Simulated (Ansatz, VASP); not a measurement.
**TiC in VASP and in Ansatz**

```
CELL_PARAMETERS angstrom
0.00000 2.16400 2.38040
2.16400 0.00000 2.38040
2.16400 2.16400 0.00000
ATOMIC_POSITIONS crystal
Ti 0.00000 0.00000 0.00000
C 0.50000 0.50000 0.50000
```

Change from the starting cell: strain +0.1000 x Voigt [0, 0, 1, 0, 0, 0], atoms carried along.

Alike in both runs: task single point; functional PBE; k mesh 18 × 18 × 18; occupations gaussian, width 0.15 eV; no spin polarisation.

|  | VASP | Ansatz |
| --- | --- | --- |
| version | VASP 6.6.1 | Ansatz 0.2.0 |
| potentials or method | VASP PAW PBE potentials, release 64 (Ti_sv, C), cutoff 520 eV | scalar-relativistic, plane waves, PAW |
| valence electrons in the cell | 16 | 16 |

|  | VASP | Ansatz | Ansatz less VASP |
| --- | --- | --- | --- |
| gap on the k mesh at the Fermi level (eV) | none | none | - |
| pressure (GPa) | -15.6 | -15.7 | -0.08 |
| traceless stress, the component that is largest in VASP (GPa) | -13.32 | -13.09 | +0.234 |

A gap of «none» marks a metal or a gap that the smearing closes. With one functional, cell and mesh, what is left measures potentials, basis and numerics.
